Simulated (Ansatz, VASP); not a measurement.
**One calculation of TlCo2, two programs**

```
Tl Co
1.0
     4.16124    0.00000    0.00000
    -2.08062    3.60374    0.00000
     0.00000    0.00000    3.05708
Tl Co
1 2
Direct
  0.00000 0.00000 0.00000
  0.33333 0.66667 0.50000
  0.66667 0.33333 0.50000
```

Alike in both runs: functional PBE; k mesh 6 × 6 × 4; occupations gaussian, width 0.1 eV; collinear spin.

Ansatz relaxed the structure, and its values are those at the end. VASP's run is a single point on that final structure, the one shown.

```csv
,VASP,Ansatz
version,VASP 6.6.1,Ansatz 0.2.0
potentials or method,"VASP PAW PBE potentials, release 64 (Tl_d, Co_sv), cutoff 690 eV","scalar-relativistic, plane waves, PAW"
valence electrons in the cell,47,47
```

```csv
,VASP,Ansatz,Ansatz less VASP
gap on the k mesh at the Fermi level (eV),none,none,-
pressure (GPa),-0.5,0.1,+0.60
net moment per atom (μB),1.04,1.04,+0.002
size of the moment on the site where the two differ most (μB),1.60,1.62,+0.020
```

Site moments also hang on the region over which each program counts them. A gap of «none» marks a metal or a gap that the smearing closes.

The k mesh is coarse, so the values compare programs but aren't converged. Neither program's run includes spin-orbit coupling.
